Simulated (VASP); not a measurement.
A run of VASP 6.6.1 is set up as follows.

File INCAR:

```
SYSTEM = MnBe3
ALGO = Normal
EDIFF = 1E-6
ENCUT = 520
GGA = PS
ISIF = 2
ISMEAR = 1
ISPIN = 2
LASPH = .TRUE.
LCHARG = .TRUE.
LELF = .TRUE.
LMAXMIX = 4
LORBIT = 11
LREAL = .FALSE.
LVHAR = .TRUE.
LWAVE = .FALSE.
MAGMOM = 4 0 0 0
NBANDS = 22
NELM = 150
PREC = Accurate
SIGMA = 0.05
```

File KPOINTS:

```
k-points
0
G
  6 6 6
  0 0 0
```

The input POSCAR:

```
MnBe3
1.0
    3.2235332030      0.0000000000      0.0000000000
    0.0000000000      3.2235332030      0.0000000000
    0.0000000000      0.0000000000      3.2235332030
Mn Be
1 3
Direct
    0.0000000000      0.0000000000      0.0000000000
    0.0000000000      0.5000000000      0.5000000000
    0.5000000000      0.0000000000      0.5000000000
    0.5000000000      0.5000000000      0.0000000000
```

Potentials or basis: VASP PAW PBE potentials, release 64 (Mn_pv, Be).

Run with:

```bash
$ cat potpaw_PBE.64/Mn_pv/POTCAR potpaw_PBE.64/Be/POTCAR > POTCAR
$ mpirun -np 1 vasp_std > vasp.out
```

Estimate the pressure.

0.2 GPa.

What does it give for the site moments?

Mn +1.04; Be -0.04 μB.

Estimate the net moment.

0.91 μB per cell.

Caveat: the PAW data sets were made with another functional, which shifts forces and pressure a little.
